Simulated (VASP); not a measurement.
F, 4 atoms in the cell. Symmetry: Cmce, No. 64, orthorhombic system. Conventional cell: a = 7.186 Å, b = 4.121 Å, c = 6.376 Å, α = 90.00°, β = 90.00°, γ = 90.00°. F (site symmetry m) has 1 F at 1.42 Å within 1.9 Å.  This cell differs from its parent crystal: strain +0.0150 x Voigt [1, -1, 0, 0, 0, 0].

| Property | Result |
| --- | --- |
| Program | VASP 6.6.1 |
| Task | single point |
| Functional | PBEsol |
| Potentials or basis | VASP PAW PBE potentials, release 64 (F) |
| Cutoff | 520 eV |
| k mesh | 6 × 6 × 4 |
| Occupations | gaussian, width 0.05 eV |
| Spin | no spin polarisation |
| Dipole correction | no |
| Further INCAR settings | ALGO = Normal; EDIFF = 1e-06; NBANDS = 22 |

Potentials or basis: VASP PAW PBE potentials, release 64 (F).

Launch:

```bash
$ cat potpaw_PBE.64/F/POTCAR > POTCAR
$ mpirun -np 1 vasp_std > vasp.out
```

Hardware: 1 thread of Intel(R) Xeon(R) 6975P-C (Granite Rapids), on a shared host.

Task: Estimate the wall time of this run.

Result: It took 23 s on 1 thread of Intel(R) Xeon(R) 6975P-C (Granite Rapids), on a shared host, peak memory 0.21 GiB. Counts: scf iterations 12, k points 39.
